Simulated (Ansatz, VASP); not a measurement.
**One calculation of WS2, two programs**

The input INCAR:

```
  PREC = Accurate
  ENCUT = 500
  EDIFF = 1E-6
  ISMEAR = 0
  SIGMA = 0.1
  LREAL = F
  LASPH = T
  NELM = 120
  ALGO = Normal
  ISIF = 2
  LWAVE = F
  LCHARG = F
  GGA = PS
  IVDW = 12
  NBANDS = 20
  GGA_COMPAT = F
```

Contents of KPOINTS:

```
Automatic mesh
0
Gamma
  6 6 1
```

Contents of POSCAR:

```
WS2
1.0
    3.1835163552      0.0000000000      0.0000000000
   -1.5917581776      2.7570060369      0.0000000000
    0.0000000000      0.0000000000     16.9505778900
W S
1 2
Direct
    0.3333333300      0.6666666700      0.0000000000
    0.6666666700      0.3333333300      0.9079994900
    0.6666666700      0.3333333300      0.0920005100
```

Input for Ansatz:

```yaml
crystal:
  lattice:
    - [3.1835163552, 0.0, 0.0]
    - [-1.5917581776, 2.7570060369, 0.0]
    - [0.0, 0.0, 16.95057789]
  atoms:
    - { symbol: W, position: [0.33333333, 0.66666667, 0.0] }
    - { symbol: S, position: [0.66666667, 0.33333333, 0.90799949] }
    - { symbol: S, position: [0.66666667, 0.33333333, 0.09200051] }
basis:
  ecutwfc: 420
kpoints:
  mp_grid: { grid: [6, 6, 1] }
hamiltonian:
  xc: pbesol
  dispersion: d3bj
scf:
  occupations: { method: gaussian, width: 0.1 }
output:
  forces: true
  stress: true
  eigenvalues: true
```

Alike in both runs: task single point; functional PBEsol; dispersion D3(BJ); k mesh 6 × 6 × 1; occupations gaussian, width 0.1 eV; no spin polarisation.

```csv
,VASP,Ansatz
version,VASP 6.6.1,Ansatz 0.2.0
potentials or method,"VASP PAW PBE potentials, release 64 (W_sv, S), cutoff 500 eV","scalar-relativistic, plane waves, PAW"
valence electrons in the cell,26,26
```

```csv
,VASP,Ansatz,Ansatz less VASP
gap on the k mesh at the Fermi level (eV),1.79,1.77,-0.012
least direct gap on the mesh (eV),1.79,1.78,-0.004
rms of the force components (eV/Å),0.070,0.080,+0.0103
```

VASP's potentials were made for PBE, not for PBEsol. Atom by atom the forces differ by 0.010 eV/Å (rms over components).

Spin-orbit coupling is off throughout.
